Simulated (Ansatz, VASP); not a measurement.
**Mg5ZnO6 in VASP and in Ansatz**

```
Mg Zn O
1.0
     3.01863    0.00018   -0.00005
    -1.50915    2.61447    0.00011
    -0.00027    0.00044   14.76726
Mg Zn O
5 1 6
Cartesian
  -0.0001 1.7431 12.2909
  1.5093 0.8719 2.4765
  0.0000 1.7435 4.9308
  -0.0001 0.0002 7.3836
  1.5092 0.8717 9.8365
  0.0001 0.0000 0.0000
  1.5092 0.8716 13.4884
  -0.0001 1.7433 1.2790
  -0.0001 0.0003 3.7046
  1.5092 0.8720 6.1572
  -0.0001 1.7432 8.6100
  -0.0002 0.0001 11.0626
```

Change from the starting cell: cell x1, atoms moved at random (sigma 0.1 Å) and cell strained at random (1.5 %), then relaxed without symmetry.

Alike in both runs: functional PBE; k mesh 6 × 6 × 1; occupations gaussian, width 0.1 eV; no spin polarisation.

Ansatz relaxed the structure, and its values are those at the end. VASP's run is a single point on that final structure, the one shown.

|  | VASP | Ansatz |
| --- | --- | --- |
| version | VASP 6.6.1 | Ansatz 0.2.0 |
| potentials or method | VASP PAW PBE potentials, release 64 (Mg, Zn, O), cutoff 520 eV | scalar-relativistic, plane waves, PAW |
| valence electrons in the cell | 58 | 98 |

```csv
,VASP,Ansatz,Ansatz less VASP
gap on the k mesh at the Fermi level (eV),3.28,3.30,+0.022
least direct gap on the mesh (eV),3.28,3.30,+0.022
pressure (GPa),-0.4,0.0,+0.44
rms of the force components (eV/Å),0.017,0.000,-0.0165
```

With one functional, cell and mesh, what is left measures potentials, basis and numerics. VASP's potentials hold 58 valence electrons a cell and Ansatz's 98, so a difference there can come from the potentials and not from the codes.

The k mesh is coarse, so the values compare programs but aren't converged.
